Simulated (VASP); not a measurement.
A run of VASP 6.6.1 is set up as follows.

Contents of POSCAR:

```
MnO
1.0
    0.0000000000      2.2230000000      2.2230000000
    2.2230000000      0.0000000000      2.2230000000
    2.2230000000      2.2230000000      0.0000000000
Mn O
1 1
Direct
    0.0000000000      0.0000000000      0.0000000000
    0.5000000000      0.5000000000      0.5000000000
```

File INCAR.step1:

```
SYSTEM = MnO
PREC = Accurate ; ENCUT = 660
ISMEAR = 1 ; SIGMA = 0.5
LREAL = .False. ; LASPH = .True.
NELM = 200 ; ISPIN = 2
MAGMOM = 2.8 0 ; LMAXMIX = 4
LDAU = .True. ; LDAUTYPE = 2
LDAUL = 2 -1 ; LDAUU = 3 0
LDAUJ = 0 0 ; NBANDS = 20
GGA = PE ; ALGO = Normal
EDIFF = 1E-5 ; LWAVE = .True.
LCHARG = .False. ; GGA_COMPAT = .False.
```

File INCAR.step2:

```
SYSTEM = MnO
PREC = Accurate ; ENCUT = 660
EDIFF = 1E-6 ; ISMEAR = 1
SIGMA = 0.5 ; LREAL = .False.
LASPH = .True. ; NELM = 200
ALGO = Normal ; ISIF = 2
LWAVE = .False. ; LCHARG = .False.
ISPIN = 2 ; MAGMOM = 2.8 0
LORBIT = 11 ; LMAXMIX = 4
LDAU = .True. ; LDAUTYPE = 2
LDAUL = 2 -1 ; LDAUU = 3 0
LDAUJ = 0 0 ; LDAUPRINT = 1
METAGGA = R2SCAN ; LMIXTAU = .True.
NBANDS = 20 ; ISTART = 1
GGA_COMPAT = .False.
```

The input KPOINTS:

```
Automatic mesh
0
Gamma
  5 5 5
  0 0 0
```

Potentials or basis: VASP PAW PBE potentials, release 64 (Mn_pv, O).

Command:

```sh
$ cat potpaw_PBE.64/Mn_pv/POTCAR potpaw_PBE.64/O/POTCAR > POTCAR
$ cp INCAR.step1 INCAR
$ mpirun -np 1 vasp_std > vasp.out
$ cp INCAR.step2 INCAR
$ mpirun -np 1 vasp_std > vasp.out
```

(1) Predict the site moments.

(2) Estimate the net moment.

(3) What does it give for the band gap on the k mesh?

(4) Estimate the pressure.

Results:

(1) Mn +4.64; O +0.17 μB.

(2) 5.00 μB per cell.

(3) 0.84 eV (least direct gap 3.19 eV).

(4) 2.4 GPa.

Caveat: the k points lie up to 0.49 Å⁻¹ apart; the PAW data sets were made with another functional, which shifts forces and pressure a little; an odd mesh through Γ misses points on the zone boundary, where band edges can lie; a cell with one magnetic atom can't hold antiferromagnetic order, which such compounds often take.
